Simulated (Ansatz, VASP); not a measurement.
**InP in VASP and in Ansatz**

POSCAR

```
InP
1.0
    0.0000000000      2.9537475176      2.9537475176
    2.9537475176      0.0000000000      2.9537475176
    2.9537475176      2.9537475176      0.0000000000
In P
1 1
Direct
    0.0000000000      0.0000000000      0.0000000000
    0.2500000000      0.2500000000      0.2500000000
```

The input INCAR.step1:

```
SYSTEM = InP
PREC = Accurate
ENCUT = 520
ISMEAR = 0
SIGMA = 0.02
LREAL = .False.
LASPH = .True.
NELM = 80
NBANDS = 16
GGA = PE
ALGO = Normal
EDIFF = 1E-4
LWAVE = .True.
LCHARG = .False.
```

Contents of INCAR.step2:

```
SYSTEM = InP
PREC = Accurate
ENCUT = 520
EDIFF = 1E-6
ISMEAR = 0
SIGMA = 0.02
LREAL = .False.
LASPH = .True.
NELM = 80
ALGO = Normal
ISIF = 2
LWAVE = .False.
LCHARG = .False.
METAGGA = R2SCAN
LMIXTAU = .True.
NBANDS = 16
ISTART = 1
```

File KPOINTS:

```
regular mesh
0
Gamma
  8 8 8
  0 0 0
```

Input for Ansatz:

```yaml
crystal:
  lattice:
    - [0.0, 2.9537475176, 2.9537475176]
    - [2.9537475176, 0.0, 2.9537475176]
    - [2.9537475176, 2.9537475176, 0.0]
  atoms:
    - { symbol: In, position: [0.0, 0.0, 0.0] }
    - { symbol: P, position: [0.25, 0.25, 0.25] }
basis:
  ecutwfc: 500
kpoints:
  mp_grid: { grid: [8, 8, 8] }
  band_path: { path: [VBM, CBM], npoints: 2 }
hamiltonian:
  xc: r2scan
scf:
  occupations: { method: gaussian, width: 0.02 }
output:
  forces: true
  stress: true
  eigenvalues: true
checkpoint:
  read: start.run
  write: ck
  compress: false
  write_wavefunctions: false
  write_every: 100000
```

Alike in both runs: task single point; functional r2SCAN; k mesh 8 × 8 × 8; occupations gaussian, width 0.02 eV; no spin polarisation.

|  | VASP | Ansatz |
| --- | --- | --- |
| version | VASP 6.6.1 | Ansatz 0.2.0 |
| potentials or method | VASP PAW PBE potentials, release 64 (In_d, P), cutoff 520 eV | scalar-relativistic, plane waves, PAW |
| valence electrons in the cell | 18 | 18 |

Ansatz gave:

| Item | Value |
| --- | --- |
| gap on the k mesh at the Fermi level (eV) | 1.03 |
| least direct gap on the mesh (eV) | 1.03 |
| pressure (GPa) | 0.0 |

**Question.** Estimate VASP's values.

**Answer.** gap on the k mesh at the Fermi level (eV): 1.03; least direct gap on the mesh (eV): 1.03; pressure (GPa): -0.1.

VASP's potentials were made for PBE, not for r2SCAN.
